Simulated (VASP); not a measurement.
# SiC20 in VASP: further runs

Runs on SiC20. Level: LDA. Tasks: single point.

All numbers are computed with VASP 6.6.1; they aren't measurements. Logs are shortened: lines on timing, memory, paths and dates and some standing lists are left out, and cuts for length are marked.

## 1. The cell of the first run

The cell holds a slab with vacuum, 21 atoms: a = 4.889 Å, b = 6.732 Å, c = 19.878 Å, α = 90.00°, β = 90.00°, γ = 90.00°.

## 2. Single point, LDA

The input, INCAR:

```
ALGO = Normal ; DIPOL = 0.5 0.5 0.320
EDIFF = 1E-6 ; ENCUT = 520
GGA = CA ; IDIPOL = 3
ISIF = 2 ; ISMEAR = 0
LASPH = T ; LCHARG = F
LDIPOL = T ; LREAL = Auto
LWAVE = F ; NBANDS = 58
NELM = 100 ; PREC = Accurate
SIGMA = 0.1
```

The input, KPOINTS:

```
k-points
0
Gamma
  6 4 1
```

The input, POSCAR:

```
SiC20
1.0
    4.8886397374      0.0000000000      0.0000000000
    0.0000000000      6.7320639185      0.0000000000
    0.0000000000      0.0000000000     19.8779297502
C Si
20 1
Direct
    0.1873445658      0.7499862731      0.2012281988
    0.6873445658      0.7499862731      0.2012281988
    0.3122616418      0.2500137269      0.2189744258
    0.8122616418      0.2500137269      0.2189744258
    0.0622461176      0.2500137269      0.2544882356
    0.5622461176      0.2500137269      0.2544882356
    0.1871631936      0.7499862731      0.2722344626
    0.6871631936      0.7499862731      0.2722344626
    0.4371476695      0.7499862731      0.3077482725
    0.9371476696      0.7499862731      0.3077482725
    0.0327331600      0.2593588811      0.3267972099
    0.5327331600      0.2593588811      0.3267972099
    0.2778387656      0.2880713332      0.3614247234
    0.7778387656      0.2880713332      0.3614247234
    0.4611295625      0.6809589459      0.3746072660
    0.9611295625      0.6809589459      0.3746072660
    0.2151187046      0.6005973959      0.3990088605
    0.7151187046      0.6005973959      0.3990088605
    0.2458331930      0.4038298762      0.4214689284
    0.7458331930      0.4038298762      0.4214689284
    0.2458331930      1.1538298762      0.4532204828
```

Potentials or basis: VASP PAW LDA potentials, release 64 (C, Si).

Command:

```console
cat potpaw_LDA.64/C/POTCAR potpaw_LDA.64/Si/POTCAR > POTCAR
mpirun -np 1 vasp_std > vasp.out
```

OUTCAR:

```text
EDIFF = 1E-6
   ENCUT = 520
   GGA = CA
   ISIF = 2
   ISMEAR = 0
   LASPH = T
   LREAL = Auto
   NELM = 100
   PREC = Accurate

 ion  position               nearest neighbor table
   1  0.187  0.750  0.201-   7 1.41
   2  0.687  0.750  0.201-   8 1.41
   3  0.312  0.250  0.219-   6 1.41   5 1.41
   4  0.812  0.250  0.219-   5 1.41   6 1.41
   5  0.062  0.250  0.254-   4 1.41   3 1.41  11 1.45
   6  0.562  0.250  0.254-   3 1.41   4 1.41  12 1.45
   7  0.187  0.750  0.272-   9 1.41   1 1.41  10 1.41
   8  0.687  0.750  0.272-  10 1.41   2 1.41   9 1.41
   9  0.437  0.750  0.308-   7 1.41   8 1.41  15 1.41
  10  0.937  0.750  0.308-   8 1.41   7 1.41  16 1.41
  11  0.033  0.259  0.327-  13 1.40  14 1.44   5 1.45
  12  0.533  0.259  0.327-  14 1.40  13 1.44   6 1.45
  13  0.278  0.288  0.361-  11 1.40  19 1.43  12 1.44  21 2.04
  14  0.778  0.288  0.361-  12 1.40  20 1.43  11 1.44
  15  0.461  0.681  0.375-  17 1.41   9 1.41  18 1.44
  16  0.961  0.681  0.375-  18 1.41  10 1.41  17 1.44
  17  0.215  0.601  0.399-  15 1.41  19 1.41  16 1.44
  18  0.715  0.601  0.399-  16 1.41  20 1.41  15 1.44
  19  0.246  0.404  0.421-  17 1.41  13 1.43  21 1.80
  20  0.746  0.404  0.421-  18 1.41  14 1.43
  21  0.246  0.154  0.453-  19 1.80  13 2.04

  LATTYP: Found a simple orthorhombic cell.
 ALAT       =     4.8886397374
 B/A-ratio  =     1.3770832543
 C/A-ratio  =     4.0661473985

  Lattice vectors:

 A1 = (   4.8886397374,   0.0000000000,   0.0000000000)
 A2 = (   0.0000000000,   6.7320639185,   0.0000000000)
 A3 = (   0.0000000000,   0.0000000000,  19.8779297502)

Analysis of symmetry for initial positions (statically):
=====================================================================
 Subroutine PRICEL returns:
 Original cell was already a primitive cell.

 Routine SETGRP: Setting up the symmetry group for a
 simple orthorhombic supercell.

 Subroutine GETGRP returns: Found  1 space group operations
 (whereof  1 operations were pure point group operations)
 out of a pool of  8 trial point group operations.

The static configuration has the point symmetry C_1 .

Analysis of symmetry for dynamics (positions and initial velocities):
=====================================================================
 Subroutine PRICEL returns:
 Original cell was already a primitive cell.

 Routine SETGRP: Setting up the symmetry group for a
 simple orthorhombic supercell.

 Subroutine GETGRP returns: Found  1 space group operations
 (whereof  1 operations were pure point group operations)
 out of a pool of  8 trial point group operations.

The dynamic configuration has the point symmetry C_1 .

 Subroutine INISYM returns: Found  1 space group operations
 (whereof  1 operations are pure point group operations),
 and found     1 'primitive' translations

----------------------------------------------------------------------------------------

                                     Primitive cell

  volume of cell :     654.1953

  direct lattice vectors                    reciprocal lattice vectors
     4.888639737  0.000000000  0.000000000     0.204555879  0.000000000  0.000000000
     0.000000000  6.732063918  0.000000000     0.000000000  0.148542856  0.000000000
     0.000000000  0.000000000 19.877929750     0.000000000  0.000000000  0.050307050

  length of vectors
     4.888639737  6.732063918 19.877929750     0.204555879  0.148542856  0.050307050

  position of ions in fractional coordinates (direct lattice)
     0.187344566  0.749986273  0.201228199
     0.687344566  0.749986273  0.201228199
     0.312261642  0.250013727  0.218974426
     0.812261642  0.250013727  0.218974426
     0.062246118  0.250013727  0.254488236
     0.562246118  0.250013727  0.254488236
[... 13 lines left out ...]
     0.745833193  0.403829876  0.421468928
     0.245833193  0.153829876  0.453220483

  ion indices of the primitive-cell ions
   primitive index   ion index
                 1           1
                 2           2
                 3           3
                 4           4
                 5           5
                 6           6
[... 13 lines left out ...]
                20          20
                21          21

----------------------------------------------------------------------------------------

 KPOINTS: k-points

Automatic generation of k-mesh.
 Grid dimensions read from file:
 generate k-points for:    6    4    1

 Generating k-lattice:

  Cartesian coordinates                     Fractional coordinates (reciprocal lattice)
     0.034092647  0.000000000  0.000000000     0.166666667  0.000000000  0.000000000
     0.000000000  0.037135714  0.000000000     0.000000000  0.250000000  0.000000000
     0.000000000  0.000000000  0.050307050     0.000000000  0.000000000  1.000000000

  Length of vectors
     0.034092647  0.037135714  0.050307050

  Shift w.r.t. Gamma in fractional coordinates (k-lattice)
     0.000000000  0.000000000  0.000000000

 Subroutine IBZKPT returns following result:
 ===========================================

 Found     14 irreducible k-points:

 Following reciprocal coordinates:
            Coordinates               Weight
  0.000000  0.000000  0.000000      1.000000
  0.166667  0.000000  0.000000      2.000000
  0.333333  0.000000  0.000000      2.000000
  0.500000  0.000000  0.000000      1.000000
  0.000000  0.250000  0.000000      2.000000
  0.166667  0.250000  0.000000      2.000000
  0.166667 -0.250000  0.000000      2.000000
  0.333333  0.250000  0.000000      2.000000
  0.333333 -0.250000  0.000000      2.000000
  0.500000  0.250000  0.000000      2.000000
  0.000000  0.500000  0.000000      1.000000
  0.166667  0.500000  0.000000      2.000000
  0.333333  0.500000  0.000000      2.000000
  0.500000  0.500000  0.000000      1.000000
   k-points           NKPTS =     14   k-points in BZ     NKDIM =     14   number of bands    NBANDS=     58
   number of dos      NEDOS =    301   number of ions     NIONS =     21
   total plane-waves  NPLWV = 270000
   dimension x,y,z NGX =    36 NGY =   50 NGZ =  150
   dimension x,y,z NGXF=    72 NGYF=  100 NGZF=  300
   ions per type =              20   1
   NGX,Y,Z   is equivalent  to a cutoff of  12.24, 12.35, 12.55 a.u.
   NGXF,Y,Z  is equivalent  to a cutoff of  24.48, 24.69, 25.09 a.u.
 SYSTEM =  unknown system
   PREC   = accura    normal or accurate (medium, high low for compatibility)
   ISTART =      0    job   : 0-new  1-cont  2-samecut
   ICHARG =      2    charge: 1-file 2-atom 10-const
   ISPIN  =      1    spin polarized calculation?
   LNONCOLLINEAR =      F non collinear calculations
   LSORBIT =      F    spin-orbit coupling
   LASPH  =      T    aspherical Exc in radial PAW
   ENCUT  =  520.0 eV  38.22 Ry    6.18 a.u.   9.09 12.52 36.96*2*pi/ulx,y,z
   NELM   =    100;   NELMIN=  2; NELMDL= -5     # of ELM steps
   EDIFF  = 0.1E-05   stopping-criterion for ELM
   LREAL  =      T    real-space projection
   EDIFFG = 0.1E-04   stopping-criterion for IOM
   NSW    =      0    number of steps for IOM
   IBRION =     -1    ionic relax: 0-MD 1-quasi-New 2-CG
   NFREE  =      0    steps in history (QN), initial steepest desc. (CG)
   ISIF   =      2    stress and relaxation
   ISYM   =      2    0-nonsym 1-usesym 2-fastsym
   POTIM  = 0.5000    time-step for ionic-motion
   TEBEG  =    0.0;   TEEND  =   0.0 temperature during run
   PSTRESS=    0.0 pullay stress
   NELECT =      84.0000    total number of electrons
   NUPDOWN=      -1.0000    fix difference up-down
   EMIN   =  10.00;   EMAX   =-10.00  energy-range for DOS
   EFERMI =   0.00;   METHOD = LEGACY
   ISMEAR =     0;   SIGMA  =   0.10  broadening in eV -4-tet -1-fermi 0-gaus
   EFERMI_NEDOS =   21; number of points for ismear=-14 and -15
   IALGO  =     38    algorithm
   IMIX   =      4    mixing-type and parameters
     AMIX     =   0.40;   BMIX     =  1.00
     AMIX_MAG =   1.60;   BMIX_MAG =  1.00
  volume/ion in A,a.u.               =      31.15       210.23
  Fermi-wavevector in a.u.,A,eV,Ry     =   0.825909  1.560741  9.280880  0.682125
  Thomas-Fermi vector in A             =   1.937849
   LORBIT       =      0    0 simple, 1 ext, 2 COOP (PROOUT), +10 PAW based schemes
   GGA     = CA    functional components
   LHFCALC =     F    Hartree Fock is set to
   AEXX    =    0.0000 exact exchange contribution
   IVDW    =     0    specifies the selected vdW correction
   LEPSILON=     F    determine dielectric tensor
   LRPA    =     F    only Hartree local field effects (RPA)
 non-spin polarized calculation
 Gauss-broadening in eV      SIGMA  =   0.10
  energy-cutoff  :      520.00
  volume of cell :      654.20
 maximum number of plane-waves:     17652
   NGX = 19   NGY = 25   NGZ = 73

 dipolmoment           0.000000      0.000000      0.038396 electrons x Angstroem

 number of electron      83.9999998 magnetization

 dipolmoment           0.000000      0.000000     -0.623816 electrons x Angstroem

 Free energy of the ion-electron system (eV)
  ---------------------------------------------------
  ext. energy  EPLUGINS =         0.00000000
  ---------------------------------------------------
  free energy    TOTEN  =      -180.02439832 eV

  energy without entropy =     -179.95527799  energy(sigma->0) =     -179.98983816

 E-fermi :  -2.8354     XC(G=0):  -4.0123

 val. band max:       -2.8363322081   @ k =   0.0000   0.0000   0.0000
 cond. band min:      -2.8353312991   @ k =   0.1667   0.2500   0.0000
 fundamental gap:      0.0010009090
 Fermi energy:        -2.8354238682

 k-point     1 :       0.0000    0.0000    0.0000
  band No.  band energies     occupation
      1     -22.7101      2.00000
      2     -21.3593      2.00000
      3     -20.1119      2.00000
      4     -19.1554      2.00000
      5     -18.6143      2.00000
      6     -17.9203      2.00000
[... 46 lines left out ...]
     53       1.0936      0.00000
     54       1.2207      0.00000
[... 739 lines left out ...]
     53       0.9498      0.00000
     54       1.9783      0.00000
 [bands above 54 left out]

------------------------ aborting loop because EDIFF is reached ----------------------------------------

 vacuum level on the upper side and lower side of the slab       (xc-potential included)        -1.681         1.629

  FORCE on cell =-STRESS in cart. coord.  units (eV):
  Direction    XX          YY          ZZ          XY          YZ          ZX
  --------------------------------------------------------------------------------------
  -------------------------------------------------------------------------------------
  Total       -7.0060729      2.1277077      0.6344087      6.4327809      1.9017142      1.7631550
  in kB      -17.1584408      5.2109288      1.5537182     15.7544022      4.6574523      4.3181097
  external PRESSURE =      -3.4645979 kB  Pullay stress =       0.0000000 kB

 VOLUME and BASIS-vectors are now :
 -----------------------------------------------------------------------------
  energy-cutoff  :      520.00
  volume of cell :      654.20
      direct lattice vectors                 reciprocal lattice vectors
     4.888639737  0.000000000  0.000000000     0.204555879  0.000000000  0.000000000
     0.000000000  6.732063918  0.000000000     0.000000000  0.148542856  0.000000000
     0.000000000  0.000000000 19.877929750     0.000000000  0.000000000  0.050307050

 POSITION                                       TOTAL-FORCE (eV/Angst)
 -----------------------------------------------------------------------------------
      0.91586      5.04896      4.00000         0.107128     -0.082688      1.190710
      3.36018      5.04896      4.00000         0.109894     -0.025983      1.396307
      1.52653      1.68311      4.35276        -0.167236      0.314505      1.757272
      3.97085      1.68311      4.35276        -0.119578     -0.107049      1.850846
      0.30430      1.68311      5.05870        -1.264023     -0.543626     -1.854628
      2.74862      1.68311      5.05870        -1.004418     -0.562819     -1.829629
[... 13 lines left out ...]
      3.64611      2.71861      8.37793        -0.689521      0.294690      0.585711
      1.20179      1.03559      9.00908         0.312766      0.717016      0.030419
 -----------------------------------------------------------------------------------
    total drift:                               -0.023928      0.008537      0.048229

  FREE ENERGIE OF THE ION-ELECTRON SYSTEM (eV)
  ---------------------------------------------------
  free  energy   TOTEN  =      -180.0243983237 eV

  energy  without entropy=     -179.9552779936  energy(sigma->0) =     -179.98983816

 vacuum level on the upper side and lower side of the slab         1.455         4.881
```

Run time: 16 min. Hardware: 1 thread of Intel Xeon 6975P-C, shared host; peak memory 0.64 GiB.

What came out:

```yaml
Free_energy: -180.0244 eV
Largest_force: 2.935 eV/Å
Band_gap_on_the_k_mesh: zero (band 42 reaches -2.75 eV, above the bottom of band 43 at -2.94 eV)
```

Forces in eV/Å, atoms in the order of the input:
```
C    0.107 -0.083  1.191
C    0.110 -0.026  1.396
C   -0.167  0.315  1.757
C   -0.120 -0.107  1.851
C   -1.264 -0.544 -1.855
C   -1.004 -0.563 -1.830
C    0.106  1.068 -1.885
C    0.110  1.048 -2.223
C    1.128 -0.471  0.576
C    1.025 -0.504  0.577
C   -1.088  0.284 -0.589
C    0.739  0.399 -0.650
C    0.810 -2.384 -1.261
C    0.502 -0.712 -0.875
C   -0.343 -0.063 -0.158
C    0.326 -0.142 -0.129
C   -0.137  1.101  0.072
C   -0.299 -0.253  0.554
C   -0.164  0.624  2.863
C   -0.690  0.295  0.586
Si   0.313  0.717  0.030
```

(Part 1 of 3 ends here.)
